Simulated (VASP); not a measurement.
Ta:

```xyz
1
Lattice="-1.6513 1.6513 1.6513 1.6513 -1.6513 1.6513 1.6513 1.6513 -1.6513" Properties=species:S:1:pos:R:3 pbc="T T T"
Ta    0.0000    0.0000    0.0000
```

- Program: VASP 6.6.1
- Task: relaxation of cell and atoms
- Functional: LDA
- Potentials or basis: VASP PAW LDA potentials, release 64 (Ta_pv)
- Cutoff: 500 eV
- k mesh: 8 × 8 × 8
- Occupations: gaussian, width 0.1 eV
- Spin: no spin polarisation

At the start: pressure -9.9 GPa; volume 18.01 Å³/atom.

Task: How do energy, volume and symmetry change on relaxing?

Result: Over 4 steps the energy falls by 26.4 meV/atom and the volume is 17.19 Å³/atom (-4.5 %); space group Im-3m (No. 229, to 0.05 Å).

The path:
| step | energy change (eV) | largest force (eV/Å) | pressure (GPa) | volume (Å³) |
| --- | --- | --- | --- | --- |
| 1 | 0.0000 | 0.0000 | -9.90 | 18.01 |
| 2 | 0.1639 | 0.0000 | 34.41 | 15.26 |
| 3 | -0.0263 | 0.0000 | -0.61 | 17.23 |
| 4 | -0.0264 | 0.0000 | -0.06 | 17.19 |

Final structure:
```cif
data_structure
_symmetry_space_group_name_H-M 'P 1'
_symmetry_Int_Tables_number 1
_cell_length_a 2.8162
_cell_length_b 2.8162
_cell_length_c 2.8162
_cell_angle_alpha 109.471
_cell_angle_beta 109.471
_cell_angle_gamma 109.471
_cell_volume 17.19
loop_
_atom_site_label
_atom_site_type_symbol
_atom_site_fract_x
_atom_site_fract_y
_atom_site_fract_z
_atom_site_occupancy
Ta1 Ta 0.00000 0.00000 0.00000 1
```
